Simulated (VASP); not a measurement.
Wanted: the native input for a VASP 6.6.1 run.

| Property | Result |
| --- | --- |
| Task | single point |
| Functional | HSE06 |
| Potentials or basis | VASP PAW PBE potentials, release 64 (Cd, S) |
| Cutoff | 520 eV |
| k mesh | 6 × 6 × 6 |
| Occupations | gaussian, width 0.01 eV |
| Spin | no spin polarisation |
| Dipole correction | no |
| Grid for exact exchange (PRECFOCK) | Normal |
| Further INCAR settings | ALGO = Normal; EDIFF = 1e-06; NBANDS = 16 |
| Share of exact exchange | 0.25 |
| Screening parameter | 0.2079 1/Å |

CdS:

```
Cd S
1.0
     0.00000    2.72678    2.72678
     2.72678    0.00000    2.72678
     2.72678    2.72678    0.00000
Cd S
1 1
Direct
  0.00000 0.00000 0.00000
  0.50000 0.50000 0.50000
```

The input as run:

POSCAR

```
CdS
1.0
    0.0000000000      2.7267765504      2.7267765504
    2.7267765504      0.0000000000      2.7267765504
    2.7267765504      2.7267765504      0.0000000000
Cd S
1 1
Direct
    0.0000000000      0.0000000000      0.0000000000
    0.5000000000      0.5000000000      0.5000000000
```

INCAR.step1

```
SYSTEM = CdS
PREC = Accurate
ENCUT = 520
EDIFF = 1E-5
ISMEAR = 0
SIGMA = 0.01
LREAL = .False.
LASPH = .True.
NELM = 80
ALGO = Normal
ISIF = 2
LWAVE = .True.
LCHARG = .False.
GGA = PE
NBANDS = 16
```

INCAR.step2

```
SYSTEM = CdS
PREC = Accurate
ENCUT = 520
EDIFF = 1E-6
ISMEAR = 0
SIGMA = 0.01
LREAL = .False.
LASPH = .True.
NELM = 80
ALGO = Normal
ISIF = 2
LWAVE = .False.
LCHARG = .False.
GGA = PE
LHFCALC = .True.
HFSCREEN = 0.2079
PRECFOCK = Normal
ISTART = 1
NBANDS = 16
```

KPOINTS

```
Automatic mesh
0
Gamma
  6 6 6
  0 0 0
```

Potentials or basis: VASP PAW PBE potentials, release 64 (Cd, S).

Command:

```sh
$ cat potpaw_PBE.64/Cd/POTCAR potpaw_PBE.64/S/POTCAR > POTCAR
$ cp INCAR.step1 INCAR
$ mpirun -np 1 vasp_std > vasp.out
$ cp INCAR.step2 INCAR
$ mpirun -np 1 vasp_std > vasp.out
```

It gave:

```
Pressure               : 0.4 GPa
Band gap on the k mesh : 1.23 eV (least direct gap 2.75 eV)
```

Caveat: the structure was generated, so it needn't be the stable form of CdS; the PAW data sets were made with another functional, which shifts forces and pressure a little.

Wall time 45 min on 1 thread of Intel(R) Xeon(R) Platinum 8259CL CPU @ 2.50GHz (Skylake/Cascade Lake), on a shared host, peak memory 0.29 GiB.
